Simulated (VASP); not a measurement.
# O2 in VASP: a series of runs

O2 is run at these levels: PBE+D3(BJ); tasks: single point, relaxation of the atoms.

Everything below comes from runs of VASP 6.6.1. Logs are shortened: lines on timing, memory, paths and dates and some standing lists are left out, and cuts for length are marked.

## (1) The cell of the first run

The cell holds a molecule in a box, 2 atoms: a = 10.000 Å, b = 10.500 Å, c = 11.000 Å, α = 90.00°, β = 90.00°, γ = 90.00°.

## (2) Single point, PBE+D3(BJ), collinear spin, ferromagnetic start

File INCAR:

```
SYSTEM = O
  PREC = Accurate
  ENCUT = 910
  EDIFF = 1E-6
  ISMEAR = 0
  SIGMA = 0.01
  LREAL = .False.
  LASPH = .True.
  NELM = 200
  ALGO = Normal
  ISIF = 2
  LWAVE = .False.
  LCHARG = .False.
  ISPIN = 2
  MAGMOM = 1 1
  LORBIT = 11
  GGA = PE
  IVDW = 12
  NBANDS = 17
  GGA_COMPAT = .False.
  NELMDL = -8
```

File KPOINTS:

```
Automatic mesh
0
Gamma
  1 1 1
  0 0 0
```

File POSCAR:

```
O
1.0
   10.0000000000      0.0000000000      0.0000000000
    0.0000000000     10.5000000000      0.0000000000
    0.0000000000      0.0000000000     11.0000000000
O
2
Direct
    0.5000000000      0.5000000000      0.4445862853
    0.5000000000      0.5000000000      0.5554137147
```

Potentials or basis: VASP PAW PBE potentials, release 64 (O_h).

Started as:

```sh
> cat potpaw_PBE.64/O_h/POTCAR > POTCAR
> mpirun -np 1 vasp_gam > vasp.out
```

OUTCAR:

```text
SYSTEM = O
   PREC = Accurate
   ENCUT = 910
   EDIFF = 1E-6
   ISMEAR = 0
   LREAL = .False.
   LASPH = .True.
   NELM = 200
   ISIF = 2
   ISPIN = 2
   LORBIT = 11
   GGA = PE
   IVDW = 12
   NELMDL = -8
 IVDW          = 12

 ion  position               nearest neighbor table
   1  0.500  0.500  0.445-   2 1.22
   2  0.500  0.500  0.555-   1 1.22

  LATTYP: Found a simple orthorhombic cell.
 ALAT       =    10.0000000000
 B/A-ratio  =     1.0500000000
 C/A-ratio  =     1.1000000000

  Lattice vectors:

 A1 = (  10.0000000000,   0.0000000000,   0.0000000000)
 A2 = (   0.0000000000,  10.5000000000,   0.0000000000)
 A3 = (   0.0000000000,   0.0000000000,  11.0000000000)

Analysis of symmetry for initial positions (statically):
=====================================================================
 Subroutine PRICEL returns:
 Original cell was already a primitive cell.

 Routine SETGRP: Setting up the symmetry group for a
 simple orthorhombic supercell.

 Subroutine GETGRP returns: Found  8 space group operations
 (whereof  8 operations were pure point group operations)
 out of a pool of  8 trial point group operations.

The static configuration has the point symmetry D_2h.

Analysis of symmetry for dynamics (positions and initial velocities):
=====================================================================
 Subroutine PRICEL returns:
 Original cell was already a primitive cell.

 Routine SETGRP: Setting up the symmetry group for a
 simple orthorhombic supercell.

 Subroutine GETGRP returns: Found  8 space group operations
 (whereof  8 operations were pure point group operations)
 out of a pool of  8 trial point group operations.

The dynamic configuration has the point symmetry D_2h.

Analysis of structural, dynamic, and magnetic symmetry:
=====================================================================
 Subroutine PRICEL returns:
 Original cell was already a primitive cell.

 Routine SETGRP: Setting up the symmetry group for a
 simple orthorhombic supercell.

 Subroutine GETGRP returns: Found  8 space group operations
 (whereof  8 operations were pure point group operations)
 out of a pool of  8 trial point group operations.

The overall configuration has the point symmetry D_2h.

 Subroutine INISYM returns: Found  8 space group operations
 (whereof  8 operations are pure point group operations),
 and found     1 'primitive' translations

----------------------------------------------------------------------------------------

                                     Primitive cell

  volume of cell :    1155.0000

  direct lattice vectors                    reciprocal lattice vectors
    10.000000000  0.000000000  0.000000000     0.100000000  0.000000000  0.000000000
     0.000000000 10.500000000  0.000000000     0.000000000  0.095238095  0.000000000
     0.000000000  0.000000000 11.000000000     0.000000000  0.000000000  0.090909091

  length of vectors
    10.000000000 10.500000000 11.000000000     0.100000000  0.095238095  0.090909091

  position of ions in fractional coordinates (direct lattice)
     0.500000000  0.500000000  0.444586285
     0.500000000  0.500000000  0.555413715

  ion indices of the primitive-cell ions
   primitive index   ion index
                 1           1
                 2           2

----------------------------------------------------------------------------------------

 KPOINTS: Automatic mesh

Automatic generation of k-mesh.
 Grid dimensions read from file:
 generate k-points for:    1    1    1

 Generating k-lattice:

  Cartesian coordinates                     Fractional coordinates (reciprocal lattice)
     0.100000000  0.000000000  0.000000000     1.000000000  0.000000000  0.000000000
     0.000000000  0.095238095  0.000000000     0.000000000  1.000000000  0.000000000
     0.000000000  0.000000000  0.090909091     0.000000000  0.000000000  1.000000000

  Length of vectors
     0.100000000  0.095238095  0.090909091

  Shift w.r.t. Gamma in fractional coordinates (k-lattice)
     0.000000000  0.000000000  0.000000000

 Subroutine IBZKPT returns following result:
 ===========================================

 Found      1 irreducible k-points:

 Following reciprocal coordinates:
            Coordinates               Weight
  0.000000  0.000000  0.000000      1.000000
   k-points           NKPTS =      1   k-points in BZ     NKDIM =      1   number of bands    NBANDS=     17
   number of dos      NEDOS =    301   number of ions     NIONS =      2
   total plane-waves  NPLWV = ******
   dimension x,y,z NGX =    98 NGY =  108 NGZ =  108
   dimension x,y,z NGXF=   196 NGYF=  216 NGZF=  216
   ions per type =               2
   NGX,Y,Z   is equivalent  to a cutoff of  16.29, 17.10, 16.32 a.u.
   NGXF,Y,Z  is equivalent  to a cutoff of  32.58, 34.20, 32.64 a.u.
 SYSTEM =  O
   PREC   = accura    normal or accurate (medium, high low for compatibility)
   ISTART =      0    job   : 0-new  1-cont  2-samecut
   ICHARG =      2    charge: 1-file 2-atom 10-const
   ISPIN  =      2    spin polarized calculation?
   LNONCOLLINEAR =      F non collinear calculations
   LSORBIT =      F    spin-orbit coupling
   LASPH  =      T    aspherical Exc in radial PAW
   ENCUT  =  910.0 eV  66.88 Ry    8.18 a.u.  24.60 25.83 27.06*2*pi/ulx,y,z
   NELM   =    200;   NELMIN=  2; NELMDL= -8     # of ELM steps
   EDIFF  = 0.1E-05   stopping-criterion for ELM
   LREAL  =      F    real-space projection
   EDIFFG = 0.1E-04   stopping-criterion for IOM
   NSW    =      0    number of steps for IOM
   IBRION =     -1    ionic relax: 0-MD 1-quasi-New 2-CG
   NFREE  =      0    steps in history (QN), initial steepest desc. (CG)
   ISIF   =      2    stress and relaxation
   ISYM   =      2    0-nonsym 1-usesym 2-fastsym
   POTIM  = 0.5000    time-step for ionic-motion
   TEBEG  =    0.0;   TEEND  =   0.0 temperature during run
   PSTRESS=    0.0 pullay stress
   NELECT =      12.0000    total number of electrons
   NUPDOWN=      -1.0000    fix difference up-down
   EMIN   =  10.00;   EMAX   =-10.00  energy-range for DOS
   EFERMI =   0.00;   METHOD = LEGACY
   ISMEAR =     0;   SIGMA  =   0.01  broadening in eV -4-tet -1-fermi 0-gaus
   EFERMI_NEDOS =   21; number of points for ismear=-14 and -15
   IALGO  =     38    algorithm
   IMIX   =      4    mixing-type and parameters
     AMIX     =   0.40;   BMIX     =  1.00
     AMIX_MAG =   1.60;   BMIX_MAG =  1.00
  volume/ion in A,a.u.               =     577.50      3897.16
  Fermi-wavevector in a.u.,A,eV,Ry     =   0.357225  0.675056  1.736231  0.127609
  Thomas-Fermi vector in A             =   1.274455
   LORBIT       =     11    0 simple, 1 ext, 2 COOP (PROOUT), +10 PAW based schemes
   GGA     = PE    functional components
   LHFCALC =     F    Hartree Fock is set to
   AEXX    =    0.0000 exact exchange contribution
   IVDW    =    12    specifies the selected vdW correction
   LEPSILON=     F    determine dielectric tensor
   LRPA    =     F    only Hartree local field effects (RPA)
 spin polarized calculation
 Gauss-broadening in eV      SIGMA  =   0.01
  energy-cutoff  :      910.00
  volume of cell :     1155.00
 maximum number of plane-waves:     36021
 NGX is ok and might be reduce to    98
   NGX = 49   NGY = 51   NGZ = 55

 number of electron      12.0000001 magnetization       2.0000001

 Free energy of the ion-electron system (eV)
  ---------------------------------------------------
  ext. energy  EPLUGINS =         0.00000000
  ---------------------------------------------------
  free energy    TOTEN  =       -10.04790687 eV

  energy without entropy =      -10.04790687  energy(sigma->0) =      -10.04790687

 E-fermi :  -6.6635     XC(G=0):  -0.4867

 val. band max:       -6.7677718345   @ k =   0.0000   0.0000   0.0000
 cond. band min:      -4.4514878530   @ k =   0.0000   0.0000   0.0000
 fundamental gap:      2.3162839816
 Fermi energy:        -6.6634883623

 spin component 1

 k-point     1 :       0.0000    0.0000    0.0000
  band No.  band energies     occupation
      1     -32.5870      1.00000
      2     -20.4935      1.00000
      3     -13.3809      1.00000
      4     -13.3099      1.00000
      5     -13.3099      1.00000
      6      -6.7678      1.00000
[... 9 lines left out ...]
     16       2.3271      0.00000
     17       2.3329      0.00000
 Fermi energy:        -6.6634883623

 spin component 2

 k-point     1 :       0.0000    0.0000    0.0000
  band No.  band energies     occupation
      1     -31.3987      1.00000
      2     -18.6962      1.00000
      3     -12.4877      1.00000
      4     -11.4432      1.00000
      5     -11.4432      1.00000
      6      -4.4515      0.00000
[... 9 lines left out ...]
     16       2.3973      0.00000
     17       2.4803      0.00000

------------------------ aborting loop because EDIFF is reached ----------------------------------------

 Edisp (eV)   -0.00737

 E8    (eV) :    -0.0021

  FORCE on cell =-STRESS in cart. coord.  units (eV):
  Direction    XX          YY          ZZ          XY          YZ          ZX
  --------------------------------------------------------------------------------------
  -------------------------------------------------------------------------------------
  Total      -0.11958    -0.11900    -0.11313    -0.00000     0.00000     0.00000
  in kB      -0.16588    -0.16508    -0.15692    -0.00000     0.00000     0.00000
  external pressure =       -0.16 kB  Pullay stress =        0.00 kB

 VOLUME and BASIS-vectors are now :
 -----------------------------------------------------------------------------
  energy-cutoff  :      910.00
  volume of cell :     1155.00
      direct lattice vectors                 reciprocal lattice vectors
    10.000000000  0.000000000  0.000000000     0.100000000  0.000000000  0.000000000
     0.000000000 10.500000000  0.000000000     0.000000000  0.095238095  0.000000000
     0.000000000  0.000000000 11.000000000     0.000000000  0.000000000  0.090909091

 POSITION                                       TOTAL-FORCE (eV/Angst)
 -----------------------------------------------------------------------------------
      5.00000      5.25000      4.89045         0.000000      0.000000      0.009480
      5.00000      5.25000      6.10955         0.000000      0.000000     -0.009480
 -----------------------------------------------------------------------------------
    total drift:                                0.000000     -0.000000      0.000000

  FREE ENERGIE OF THE ION-ELECTRON SYSTEM (eV)
  ---------------------------------------------------
  free  energy   TOTEN  =       -10.0552786416 eV

  energy  without entropy=      -10.0552786416  energy(sigma->0) =      -10.05527864

 total charge

# of ion       s       p       d       tot
------------------------------------------
    1        1.090   2.219   0.000   3.309
    2        1.090   2.219   0.000   3.309
--------------------------------------------------
tot          2.180   4.437   0.000   6.617

 magnetization (x)

# of ion       s       p       d       tot
------------------------------------------
    1        0.013   0.608   0.000   0.621
    2        0.013   0.608   0.000   0.621
--------------------------------------------------
tot          0.027   1.215   0.000   1.242
```

Run time: 4.4 min. Hardware: 1 thread of Intel Xeon 6975P-C (Granite Rapids), shared host; peak memory 2.4 GiB.

Results:

| Item | Value |
| --- | --- |
| Free energy | -10.0553 eV |
| Largest force | 0.009 eV/Å |
| Gap between the frontier levels | 2.32 eV |
| Net moment | 2.00 μB per cell |
| Site moments | O +0.62 μB |
| Valence electrons inside the program's atomic spheres | O 3.31 |
| Dispersion energy per atom | -0.004 eV |

Forces on the atoms (eV/Å):
```
O    0.000  0.000  0.009
O    0.000  0.000 -0.009
```

Caveat: the cutoff is under 1.25 times the usual one of these potentials, so pressure, stress and relaxed cells hold a basis-set (Pulay) error.

## (3) Relaxation of the atoms, PBE+D3(BJ), collinear spin, ferromagnetic start

File INCAR:

```
PREC = Accurate ; ENCUT = 520
EDIFF = 1E-6 ; ISMEAR = 0
SIGMA = 0.01 ; LREAL = F
LASPH = T ; NELM = 150
ALGO = Normal ; ISIF = 2
LWAVE = F ; LCHARG = F
ISPIN = 2 ; MAGMOM = 1 1
LORBIT = 11 ; GGA = PE
IVDW = 12 ; IBRION = 2
NSW = 80 ; EDIFFG = -0.004
```

File KPOINTS:

```
regular mesh
0
Gamma
  1 1 1
```

File POSCAR:

```
O
1.0
   10.0000000000      0.0000000000      0.0000000000
    0.0000000000     10.5000000000      0.0000000000
    0.0000000000      0.0000000000     11.0000000000
O
2
Direct
    0.5000000000      0.5000000000      0.4450000000
    0.5000000000      0.5000000000      0.5550000000
```

Potentials or basis: VASP PAW PBE potentials, release 64 (O).

Started as:

```sh
> cat potpaw_PBE.64/O/POTCAR > POTCAR
> mpirun -np 1 vasp_gam > vasp.out
```

It took 17 min on 1 thread of AMD EPYC 7R43 (Zen 3), shared host; peak memory 1.2 GiB.

The run converged. Its results:

* Free energy: -9.8920 eV
* Energy gained by relaxing: 10.3 meV/atom
* Ionic steps: 16
* Gap between the frontier levels: 2.30 eV
* Net moment: 2.00 μB per cell
* Site moments: O +0.81 μB
* Valence electrons inside the program's atomic spheres: O 4.89
* Dispersion energy per atom: -0.004 eV

Step by step:
| step | energy change (eV) | largest force (eV/Å) | pressure (GPa) |
| --- | --- | --- | --- |
| 1 | 0.0000 | 1.8248 | 0.09 |
| 2 | 0.5710 | 6.4702 | -0.42 |
| 3 | -0.0205 | 0.1037 | -0.02 |
| 4 | -0.0206 | 0.0088 | -0.01 |
| 5 | -0.0205 | 0.0249 | -0.01 |
| 6 | -0.0205 | 0.0231 | -0.01 |
| 7 | -0.0205 | 0.0175 | -0.01 |
| 8 | -0.0205 | 0.0171 | -0.01 |
| 9 | -0.0206 | 0.0169 | -0.01 |
| 10 | -0.0206 | 0.0165 | -0.01 |
| 11 | -0.0206 | 0.0158 | -0.01 |
| 12 | -0.0206 | 0.0144 | -0.01 |
| 13 | -0.0206 | 0.0115 | -0.01 |
| 14 | -0.0206 | 0.0058 | -0.01 |
| 15 | -0.0206 | 0.0064 | -0.01 |
| 16 | -0.0206 | 0.0006 | -0.01 |

Final structure:
```
CELL_PARAMETERS angstrom
10.00000 0.00000 0.00000
0.00000 10.50000 0.00000
0.00000 0.00000 11.00000
ATOMIC_POSITIONS crystal
O 0.50000 0.50000 0.44395
O 0.50000 0.50000 0.55605
```

Levels at points of the mesh, in eV from the valence-band top:
Spin up:
```
           k point  band 5  band 6  band 7  band 8  band 9  band 10
(0.00, 0.00, 0.00)   -6.31    0.00    0.00    6.62    7.57     7.89
```
Spin down:
```
           k point  band 2  band 3  band 4  band 5  band 6  band 7  band 8  band 9
(0.00, 0.00, 0.00)  -11.88   -5.52   -4.45   -4.45    2.30    2.30    6.73    7.81
```

Caveat: the standard files for N, O and F lose accuracy on very short bonds.
